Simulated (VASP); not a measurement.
Write the native input for VASP 6.6.1 that does the following.

| Property | Result |
| --- | --- |
| Task | single point |
| Functional | BLYP |
| Dispersion | D3(BJ) |
| Potentials or basis | VASP PAW PBE potentials, release 64 (Li_sv) |
| Cutoff | 520 eV |
| k mesh | 5 × 5 × 5 |
| Occupations | fermi-dirac, width 0.1 eV |
| Spin | no spin polarisation |
| Dipole correction | no |
| Further INCAR settings | ALGO = Normal; EDIFF = 1e-07; NBANDS = 8 |

The structure of Li lies in POSCAR:

```
Li
1.0
    0.0000000000      1.9817728802      1.9817728802
    1.9817728802      0.0000000000      1.9817728802
    1.9817728802      1.9817728802      0.0000000000
Li
1
Direct
    0.0000000000      0.0000000000      0.0000000000
```

The input as run:

INCAR

```
SYSTEM = Li
PREC = Accurate
ENCUT = 520
EDIFF = 1E-7
ISMEAR = -1
SIGMA = 0.1
LREAL = .False.
LASPH = .True.
NELM = 80
ALGO = Normal
ISIF = 2
LWAVE = .False.
LCHARG = .False.
GGA = B5
ALDAX = 1.0
AGGAX = 1.0
AGGAC = 1.0
ALDAC = 0.0
IVDW = 12
VDW_S6 = 1.0
VDW_S8 = 2.6996
VDW_A1 = 0.4298
VDW_A2 = 4.2359
NBANDS = 8
```

KPOINTS

```
Automatic mesh
0
Gamma
  5 5 5
  0 0 0
```

Potentials or basis: VASP PAW PBE potentials, release 64 (Li_sv).

Command:

```sh
$ cat potpaw_PBE.64/Li_sv/POTCAR > POTCAR
$ mpirun -np 1 vasp_std > vasp.out
```

Results of the run:

* Dispersion energy per atom: -0.494 eV

Caveat: the k points lie up to 0.55 Å⁻¹ apart.

Wall time 5.1 s on 1 thread of AMD EPYC 9R45 96-Core Processor (Zen 5), with other jobs on the host, peak memory 0.1 GiB.
